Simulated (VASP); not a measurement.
# LiCuAuO2 (R3m) in VASP: single point with RPBE

Aim: the single point of LiCuAuO2 with RPBE.

Everything below comes from runs of VASP 6.6.1. Logs are shortened: lines on timing, memory, paths and dates and some standing lists are left out, and cuts for length are marked.

**1. The cell of the first run**

It takes space group R3m (No. 160, trigonal). Conventional cell: a = 3.274 Å, b = 3.274 Å, c = 19.256 Å, α = 90.00°, β = 90.00°, γ = 120.00°. Within 2.5 Å of Li (site symmetry 3m) lie 4 O at 1.90 to 2.44 Å. Cu (site symmetry 3m) has 6 O at 2.01 to 2.46 Å and 3 Li at 2.59 Å within 2.7 Å. Au (site symmetry 3m) has 2 O at 2.07 to 2.10 Å and 3 Li at 2.68 Å within 2.7 Å. Within 2.7 Å of O (site symmetry 3m) lie 3 Cu at 2.01 Å and 1 Au at 2.07 Å and 1 Li at 2.44 Å. Within 2.5 Å of O (site symmetry 3m) lie 3 Li at 1.90 Å and 1 Au at 2.10 Å and 3 Cu at 2.46 Å.

**2. Single point, RPBE, collinear spin**

Input file INCAR:

```
SYSTEM = LiCuAuO2
PREC = Accurate
ENCUT = 520
EDIFF = 1E-6
ISMEAR = 0
SIGMA = 0.1
LREAL = .False.
LASPH = .True.
NELM = 150
ALGO = Normal
ISIF = 2
LWAVE = .False.
LCHARG = .False.
ISPIN = 2
MAGMOM = 0 0.53 0 0.26 0
LORBIT = 11
LMAXMIX = 4
GGA = RP
NBANDS = 30
```

Input file KPOINTS:

```
regular mesh
0
Gamma
  3 3 3
  0 0 0
```

Input file POSCAR:

```
LiCuAuO2
1.0
    1.6371994655      0.9452375521      6.4188160000
   -1.6371994655      0.9452375521      6.4188160000
    0.0000000000     -1.8904751042      6.4188160000
Li Cu Au O
1 1 1 2
Direct
    0.7572590000      0.7572590000      0.7572590000
    0.5158030000      0.5158030000      0.5158030000
    0.9917940000      0.9917940000      0.9917940000
    0.8842220000      0.8842220000      0.8842220000
    0.1009220000      0.1009220000      0.1009220000
```

Potentials or basis: VASP PAW PBE potentials, release 64 (Li_sv, Cu, Au, O).

On the command line:

```sh
$ cat potpaw_PBE.64/Li_sv/POTCAR potpaw_PBE.64/Cu/POTCAR potpaw_PBE.64/Au/POTCAR potpaw_PBE.64/O/POTCAR > POTCAR
$ mpirun -np 1 vasp_std > vasp.out
```

OUTCAR:

```text
SYSTEM = LiCuAuO2
   PREC = Accurate
   ENCUT = 520
   EDIFF = 1E-6
   ISMEAR = 0
   LREAL = .False.
   LASPH = .True.
   NELM = 150
   ISIF = 2
   ISPIN = 2
   LORBIT = 11
   GGA = RP

 ion  position               nearest neighbor table
   1  0.757  0.757  0.757-   5 1.90   5 1.90   5 1.90   2 2.59   2 2.59   2 2.59   3 2.68   3 2.68
                             3 2.68
   2  0.516  0.516  0.516-   4 2.01   4 2.01   4 2.01   1 2.59   1 2.59   1 2.59
   3  0.992  0.992  0.992-   4 2.07   5 2.10   1 2.68   1 2.68   1 2.68
   4  0.884  0.884  0.884-   2 2.01   2 2.01   2 2.01   3 2.07
   5  0.101  0.101  0.101-   1 1.90   1 1.90   1 1.90   3 2.10

  LATTYP: Found a trigonal (rhomboedric) cell.
 ALAT       =     6.6914195027
 COS(alpha) =     0.8802717407

  Lattice vectors:

 A1 = (   1.6371994655,   0.9452375521,   6.4188160000)
 A2 = (  -1.6371994655,   0.9452375521,   6.4188160000)
 A3 = (   0.0000000000,  -1.8904751042,   6.4188160000)

Analysis of symmetry for initial positions (statically):
=====================================================================
 Subroutine PRICEL returns:
 Original cell was already a primitive cell.

 Routine SETGRP: Setting up the symmetry group for a
 trigonal (rhombohedral) supercell.

 Subroutine GETGRP returns: Found  6 space group operations
 (whereof  6 operations were pure point group operations)
 out of a pool of 12 trial point group operations.

The static configuration has the point symmetry C_3v.

Analysis of symmetry for dynamics (positions and initial velocities):
=====================================================================
 Subroutine PRICEL returns:
 Original cell was already a primitive cell.

 Routine SETGRP: Setting up the symmetry group for a
 trigonal (rhombohedral) supercell.

 Subroutine GETGRP returns: Found  6 space group operations
 (whereof  6 operations were pure point group operations)
 out of a pool of 12 trial point group operations.

The dynamic configuration has the point symmetry C_3v.

Analysis of structural, dynamic, and magnetic symmetry:
=====================================================================
 Subroutine PRICEL returns:
 Original cell was already a primitive cell.

 Routine SETGRP: Setting up the symmetry group for a
 trigonal (rhombohedral) supercell.

 Subroutine GETGRP returns: Found  6 space group operations
 (whereof  6 operations were pure point group operations)
 out of a pool of 12 trial point group operations.

The overall configuration has the point symmetry C_3v.

 Subroutine INISYM returns: Found  6 space group operations
 (whereof  6 operations are pure point group operations),
 and found     1 'primitive' translations

----------------------------------------------------------------------------------------

                                     Primitive cell

  volume of cell :      59.6003

  direct lattice vectors                    reciprocal lattice vectors
     1.637199465  0.945237552  6.418816000     0.305399562  0.176322519  0.051930657
    -1.637199465  0.945237552  6.418816000    -0.305399562  0.176322519  0.051930657
     0.000000000 -1.890475104  6.418816000     0.000000000 -0.352645039  0.051930657

  length of vectors
     6.691419503  6.691419503  6.691419503     0.356448196  0.356448196  0.356448196

  position of ions in fractional coordinates (direct lattice)
     0.757259000  0.757259000  0.757259000
     0.515803000  0.515803000  0.515803000
     0.991794000  0.991794000  0.991794000
     0.884222000  0.884222000  0.884222000
     0.100922000  0.100922000  0.100922000

  ion indices of the primitive-cell ions
   primitive index   ion index
                 1           1
                 2           2
                 3           3
                 4           4
                 5           5

----------------------------------------------------------------------------------------

 KPOINTS: regular mesh

Automatic generation of k-mesh.
 Grid dimensions read from file:
 generate k-points for:    3    3    3

 Generating k-lattice:

  Cartesian coordinates                     Fractional coordinates (reciprocal lattice)
     0.101799854  0.058774173  0.017310219     0.333333333  0.000000000  0.000000000
    -0.101799854  0.058774173  0.017310219     0.000000000  0.333333333  0.000000000
     0.000000000 -0.117548346  0.017310219     0.000000000  0.000000000  0.333333333

  Length of vectors
     0.118816065  0.118816065  0.118816065

  Shift w.r.t. Gamma in fractional coordinates (k-lattice)
     0.000000000  0.000000000  0.000000000

 Subroutine IBZKPT returns following result:
 ===========================================

 Found      6 irreducible k-points:

 Following reciprocal coordinates:
            Coordinates               Weight
  0.000000  0.000000  0.000000      1.000000
  0.333333  0.000000  0.000000      6.000000
  0.333333  0.333333  0.000000      6.000000
 -0.333333  0.333333  0.000000      6.000000
  0.333333  0.333333  0.333333      2.000000
 -0.333333  0.333333  0.333333      6.000000
   k-points           NKPTS =      6   k-points in BZ     NKDIM =      6   number of bands    NBANDS=     30
   number of dos      NEDOS =    301   number of ions     NIONS =      5
   total plane-waves  NPLWV = 125000
   dimension x,y,z NGX =    50 NGY =   50 NGZ =   50
   dimension x,y,z NGXF=   100 NGYF=  100 NGZF=  100
   ions per type =               1   1   1   2
   NGX,Y,Z   is equivalent  to a cutoff of  12.42, 12.42, 12.42 a.u.
   NGXF,Y,Z  is equivalent  to a cutoff of  24.84, 24.84, 24.84 a.u.
 SYSTEM =  LiCuAuO2
   PREC   = accura    normal or accurate (medium, high low for compatibility)
   ISTART =      0    job   : 0-new  1-cont  2-samecut
   ICHARG =      2    charge: 1-file 2-atom 10-const
   ISPIN  =      2    spin polarized calculation?
   LNONCOLLINEAR =      F non collinear calculations
   LSORBIT =      F    spin-orbit coupling
   LASPH  =      T    aspherical Exc in radial PAW
   ENCUT  =  520.0 eV  38.22 Ry    6.18 a.u.  12.44 12.44 12.44*2*pi/ulx,y,z
   NELM   =    150;   NELMIN=  2; NELMDL= -5     # of ELM steps
   EDIFF  = 0.1E-05   stopping-criterion for ELM
   LREAL  =      F    real-space projection
   EDIFFG = 0.1E-04   stopping-criterion for IOM
   NSW    =      0    number of steps for IOM
   IBRION =     -1    ionic relax: 0-MD 1-quasi-New 2-CG
   NFREE  =      0    steps in history (QN), initial steepest desc. (CG)
   ISIF   =      2    stress and relaxation
   ISYM   =      2    0-nonsym 1-usesym 2-fastsym
   POTIM  = 0.5000    time-step for ionic-motion
   TEBEG  =    0.0;   TEEND  =   0.0 temperature during run
   PSTRESS=    0.0 pullay stress
   NELECT =      37.0000    total number of electrons
   NUPDOWN=      -1.0000    fix difference up-down
   EMIN   =  10.00;   EMAX   =-10.00  energy-range for DOS
   EFERMI =   0.00;   METHOD = LEGACY
   ISMEAR =     0;   SIGMA  =   0.10  broadening in eV -4-tet -1-fermi 0-gaus
   EFERMI_NEDOS =   21; number of points for ismear=-14 and -15
   IALGO  =     38    algorithm
   IMIX   =      4    mixing-type and parameters
     AMIX     =   0.40;   BMIX     =  1.00
     AMIX_MAG =   1.60;   BMIX_MAG =  1.00
  volume/ion in A,a.u.               =      11.92        80.44
  Fermi-wavevector in a.u.,A,eV,Ry     =   1.396559  2.639113 26.536475  1.950376
  Thomas-Fermi vector in A             =   2.519901
   LORBIT       =     11    0 simple, 1 ext, 2 COOP (PROOUT), +10 PAW based schemes
   GGA     = RP    functional components
   LHFCALC =     F    Hartree Fock is set to
   AEXX    =    0.0000 exact exchange contribution
   IVDW    =     0    specifies the selected vdW correction
   LEPSILON=     F    determine dielectric tensor
   LRPA    =     F    only Hartree local field effects (RPA)
 spin polarized calculation
 Gauss-broadening in eV      SIGMA  =   0.10
  energy-cutoff  :      520.00
  volume of cell :       59.60
 maximum number of plane-waves:      1612
 NGX is ok and might be reduce to    50
   NGX = 25   NGY = 25   NGZ = 25

 number of electron      37.0000002 magnetization       0.8713780

 Free energy of the ion-electron system (eV)
  ---------------------------------------------------
  ext. energy  EPLUGINS =         0.00000000
  ---------------------------------------------------
  free energy    TOTEN  =       -20.52316050 eV

  energy without entropy =      -20.50988527  energy(sigma->0) =      -20.51652289

 E-fermi :   4.6627     XC(G=0): -10.8158

 val. band max:        4.6432694762   @ k =  -0.3333   0.3333   0.0000
 cond. band min:       4.7181447580   @ k =   0.0000   0.0000   0.0000
 fundamental gap:      0.0748752818
 Fermi energy:         4.6627131995

 spin component 1

 k-point     1 :       0.0000    0.0000    0.0000
  band No.  band energies     occupation
      1     -39.4524      1.00000
      2     -14.4168      1.00000
      3     -12.8542      1.00000
      4      -2.4350      1.00000
      5      -0.4887      1.00000
      6      -0.4887      1.00000
[... 22 lines left out ...]
     29      19.7592      0.00000
     30      20.9377      0.00000

 k-point     2 :       0.3333    0.0000    0.0000
  band No.  band energies     occupation
      1     -39.4438      1.00000
      2     -14.1131      1.00000
      3     -12.8256      1.00000
      4      -1.8575      1.00000
      5      -1.1860      1.00000
      6      -0.2902      1.00000
[... 22 lines left out ...]
     29      19.4754      0.00000
     30      20.8076      0.00000

 k-point     3 :       0.3333    0.3333    0.0000
  band No.  band energies     occupation
      1     -39.4438      1.00000
      2     -14.0990      1.00000
      3     -12.8480      1.00000
      4      -1.8151      1.00000
      5      -1.0416      1.00000
      6      -0.2937      1.00000
[... 65 lines left out ...]
      6      -0.4191      1.00000
[... 22 lines left out ...]
     29      20.6524      0.00000
     30      20.6926      0.00000

 k-point     6 :      -0.3333    0.3333    0.3333
  band No.  band energies     occupation
      1     -39.4438      1.00000
      2     -14.0759      1.00000
      3     -12.8833      1.00000
      4      -1.4365      1.00000
      5      -1.1306      1.00000
      6      -0.2284      1.00000
[... 22 lines left out ...]
     29      19.7724      0.00000
     30      20.7870      0.00000
 Fermi energy:         4.6627131995

 spin component 2

 k-point     1 :       0.0000    0.0000    0.0000
  band No.  band energies     occupation
      1     -39.4529      1.00000
      2     -14.0512      1.00000
      3     -12.6887      1.00000
      4      -2.3497      1.00000
      5      -0.4540      1.00000
      6      -0.0375      1.00000
[... 22 lines left out ...]
     29      19.8023      0.00000
     30      20.9764      0.00000

 k-point     2 :       0.3333    0.0000    0.0000
  band No.  band energies     occupation
      1     -39.4443      1.00000
      2     -13.7215      1.00000
      3     -12.6698      1.00000
      4      -1.7518      1.00000
      5      -0.9052      1.00000
      6       0.1057      1.00000
[... 22 lines left out ...]
     29      19.4844      0.00000
     30      20.8335      0.00000

 k-point     3 :       0.3333    0.3333    0.0000
  band No.  band energies     occupation
      1     -39.4444      1.00000
      2     -13.7019      1.00000
      3     -12.6984      1.00000
      4      -1.6734      1.00000
      5      -0.8099      1.00000
      6       0.1168      1.00000
[... 88 lines left out ...]
     29      20.6343      0.00000
     30      20.7260      0.00000

 k-point     6 :      -0.3333    0.3333    0.3333
  band No.  band energies     occupation
      1     -39.4443      1.00000
      2     -13.6693      1.00000
      3     -12.7443      1.00000
      4      -1.2425      1.00000
      5      -0.9303      1.00000
      6       0.1943      1.00000
[... 22 lines left out ...]
     29      19.7888      0.00000
     30      20.7967      0.00000

------------------------ aborting loop because EDIFF is reached ----------------------------------------

  FORCE on cell =-STRESS in cart. coord.  units (eV):
  Direction    XX          YY          ZZ          XY          YZ          ZX
  --------------------------------------------------------------------------------------
  -------------------------------------------------------------------------------------
  Total        0.7647232      0.7647232      0.6534260      0.0000000      0.0000000      0.0000000
  in kB       20.5573028     20.5573028     17.5654089      0.0000000      0.0000000      0.0000000
  external PRESSURE =      19.5600048 kB  Pullay stress =       0.0000000 kB

 VOLUME and BASIS-vectors are now :
 -----------------------------------------------------------------------------
  energy-cutoff  :      520.00
  volume of cell :       59.60
      direct lattice vectors                 reciprocal lattice vectors
     1.637199465  0.945237552  6.418816000     0.305399562  0.176322519  0.051930657
    -1.637199465  0.945237552  6.418816000    -0.305399562  0.176322519  0.051930657
     0.000000000 -1.890475104  6.418816000     0.000000000 -0.352645039  0.051930657

 POSITION                                       TOTAL-FORCE (eV/Angst)
 -----------------------------------------------------------------------------------
      0.00000      0.00000     14.58212         0.000000      0.000000     -0.044420
      0.00000      0.00000      9.93253         0.000000     -0.000000     -0.043152
      0.00000      0.00000     19.09843         0.000000     -0.000000      0.078827
      0.00000      0.00000     17.02697         0.000000      0.000000      0.158766
      0.00000      0.00000      1.94340         0.000000     -0.000000     -0.150021
 -----------------------------------------------------------------------------------
    total drift:                               -0.000000     -0.000000     -0.001568

  FREE ENERGIE OF THE ION-ELECTRON SYSTEM (eV)
  ---------------------------------------------------
  free  energy   TOTEN  =       -20.5231604976 eV

  energy  without entropy=      -20.5098852727  energy(sigma->0) =      -20.51652289

 total charge

# of ion       s       p       d       tot
------------------------------------------
    1        2.033   0.062   0.000   2.095
    2        0.307   0.296   9.144   9.747
    3        0.604   0.286   8.702   9.592
    4        1.568   3.378   0.000   4.945
    5        1.569   3.397   0.000   4.966
--------------------------------------------------
tot          6.081   7.419  17.846  31.346

 magnetization (x)

# of ion       s       p       d       tot
------------------------------------------
    1       -0.000   0.001   0.000   0.000
    2       -0.008   0.008   0.470   0.470
    3        0.008  -0.002   0.052   0.058
    4        0.003   0.228   0.000   0.231
    5        0.001   0.079   0.000   0.079
--------------------------------------------------
tot          0.004   0.313   0.522   0.839
```

It took 1.7 min on 1 thread of Intel Xeon Platinum 8259CL at 2.50GHz (Skylake/Cascade Lake), shared host; peak memory 0.44 GiB.

Results:

```yaml
Free_energy: -20.5232 eV
Largest_force: 0.159 eV/Å
Net_moment: 0.87 μB per cell
Site_moments: Li +0.00; Cu +0.47; Au +0.06; O +0.23, +0.08 μB
Valence_electrons_inside_the_program's_atomic_spheres: Li 2.10; Cu 9.75; Au 9.59; O 4.95, 4.97
```

Forces on the atoms (eV/Å):
```
Li   0.000  0.000 -0.044
Cu   0.000  0.000 -0.043
Au   0.000  0.000  0.079
O    0.000  0.000  0.159
O    0.000  0.000 -0.150
```

Levels at points of the mesh, in eV from the Fermi level:
Spin up:
```
           k point  band 16  band 17  band 18  band 19  band 20  band 21  band 22  band 23
(0.00, 0.00, 0.00)    -1.78    -1.48     0.06     0.06     0.84     4.78     6.00     9.99
```
Spin down:
```tsv
k point	band 16	band 17	band 18	band 19	band 20	band 21
(0.00, 0.00, 0.00)	-1.58	-1.20	0.72	0.72	0.94	4.80
```

Caveat: the k points lie up to 0.75 Å⁻¹ apart; the cutoff is under 1.25 times the usual one of these potentials, so pressure, stress and relaxed cells hold a basis-set (Pulay) error; the PAW data sets were made with another functional, which shifts forces and pressure a little; spin-orbit coupling is left out, which moves the levels of the heavy elements; a cell with one magnetic atom can't hold antiferromagnetic order, which such compounds often take.
